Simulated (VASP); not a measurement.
**Ba: single point with PBEsol**

Crystal: Ba.

```
CELL_PARAMETERS angstrom
2.01010 -3.75287 0.00000
2.01010 3.75287 0.00000
0.00000 0.00000 5.39180
ATOMIC_POSITIONS crystal
Ba 0.00000 0.00000 0.00000
```

This cell differs from its parent crystal: ratio of the length along z to the lengths across it x 0.92, volume and fractional coordinates fixed.

```yaml
Program: VASP 6.6.1
Task: single point
Functional: PBEsol
Potentials_or_basis: VASP PAW PBE potentials, release 64 (Ba_sv)
Cutoff: 520 eV
k_mesh: 16 × 16 × 10
Occupations: gaussian, width 0.15 eV
Spin: no spin polarisation
Dipole_correction: no
Further_INCAR_settings: ALGO = Fast; EDIFF = 1e-06; NBANDS = 11
```

| Property | Result |
| --- | --- |
| Pressure | -0.4 GPa |
| Band gap on the k mesh | zero (bands 5 and 6 overlap by 0.81 eV) |

Stress tensor (GPa, compression positive):
```
 1.26  0.00  0.00
 0.00 -0.12  0.00
 0.00  0.00 -2.36
```

Levels at points of the mesh, in eV from the Fermi level:
```
           k point  band 1  band 2  band 3  band 4  band 5  band 6  band 7  band 8  band 9  band 10
(0.00, 0.00, 0.00)  -29.17  -14.37  -14.00  -13.93   -2.41    0.07    1.44    2.33    3.58     3.85
(0.50, 0.00, 0.00)  -29.10  -14.66  -14.26  -14.15   -0.70    0.89    1.23    1.48    3.18     5.08
(0.50, 0.50, 0.00)  -29.12  -14.57  -14.29  -14.04   -0.73    0.92    0.99    1.14    3.60     5.12
(0.00, 0.00, 0.50)  -29.17  -14.41  -14.00  -13.93   -1.68   -0.14    1.49    2.39    2.63     3.52
(0.50, 0.00, 0.50)  -29.09  -14.65  -14.29  -14.15   -0.47   -0.18    2.69    2.79    2.87     3.52
(0.50, 0.50, 0.50)  -29.12  -14.56  -14.32  -14.04   -0.47   -0.24    2.45    2.48    3.19     3.35
```

Run time: 100 s on 1 thread of Intel(R) Xeon(R) 6975P-C (Granite Rapids), with other jobs on the host, peak memory 0.49 GiB.

Caveat: the PAW data sets were made with another functional, which shifts forces and pressure a little; spin-orbit coupling is left out, which moves the levels of the heavy elements.
